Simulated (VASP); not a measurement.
**HgTe (rocksalt type): relaxation of cell and atoms with PBE**

Crystal: HgTe (rocksalt type).

```xyz
2
Lattice="0.0000 2.9992 2.9992 2.9992 0.0000 2.9992 2.9992 2.9992 0.0000" Properties=species:S:1:pos:R:3 pbc="T T T"
Hg    0.0000    0.0000    0.0000
Te    2.9992    2.9992    2.9992
```

| Item | Value |
| --- | --- |
| Program | VASP 6.6.1 |
| Task | relaxation of cell and atoms |
| Functional | PBE |
| Potentials or basis | VASP PAW PBE potentials, release 64 (Hg, Te) |
| Cutoff | 600 eV |
| k mesh | 12 × 12 × 12 |
| Occupations | fermi-dirac, width 0.08 eV |
| Spin | no spin polarisation |
| Target pressure | 4 GPa |
| Dipole correction | no |
| Further INCAR settings | ALGO = Normal; EDIFF = 1e-06; IBRION = 2; EDIFFG = -0.005; NSW = 60; ISIF = 3 |

The relaxed volume is 27.07 Å³/atom and the relaxed cell is a = 4.246 Å, b = 4.246 Å, c = 4.246 Å, α = 60.00°, β = 60.00°, γ = 60.00°. The space group after relaxing (to 0.05 Å) is Fm-3m (No. 225), the energy change on relaxing (the enthalpy is what falls) is -2.3 meV/atom and the ionic steps are 3. The pressure after relaxing is 4.0 GPa and the band gap on the k mesh is zero (band 9 reaches 5.25 eV, above the bottom of band 10 at 2.48 eV).

Step by step:
```csv
step,energy change (eV),largest force (eV/Å),pressure (GPa),volume (Å³)
1,0.0000,0.0000,4.23,53.96
2,-0.0077,0.0000,3.90,54.27
3,-0.0046,0.0000,4.01,54.14
```

Final structure:
```
CELL_PARAMETERS angstrom
0.00000 3.00255 3.00255
3.00255 0.00000 3.00255
3.00255 3.00255 0.00000
ATOMIC_POSITIONS crystal
Hg 0.00000 0.00000 0.00000
Te 0.50000 0.50000 0.50000
```

Levels at points of the mesh, in eV from the Fermi level:
```csv
k point,band 7,band 8,band 9,band 10,band 11,band 12
"(0.00, 0.00, 0.00)",-0.76,-0.76,-0.76,-0.75,7.68,7.68
"(0.50, 0.00, 0.00)",-5.70,0.33,0.33,2.60,3.90,3.90
"(0.50, 0.50, 0.00)",-4.56,-2.80,-2.44,-2.44,4.79,9.44
```

Wall time 42 s on 1 thread of Intel(R) Xeon(R) 6975P-C (Granite Rapids) (shared host), peak memory 0.25 GiB.

Caveat: the cell is relaxed towards a set pressure, so the enthalpy falls and the energy may rise; spin-orbit coupling is left out, which moves the levels of the heavy elements.
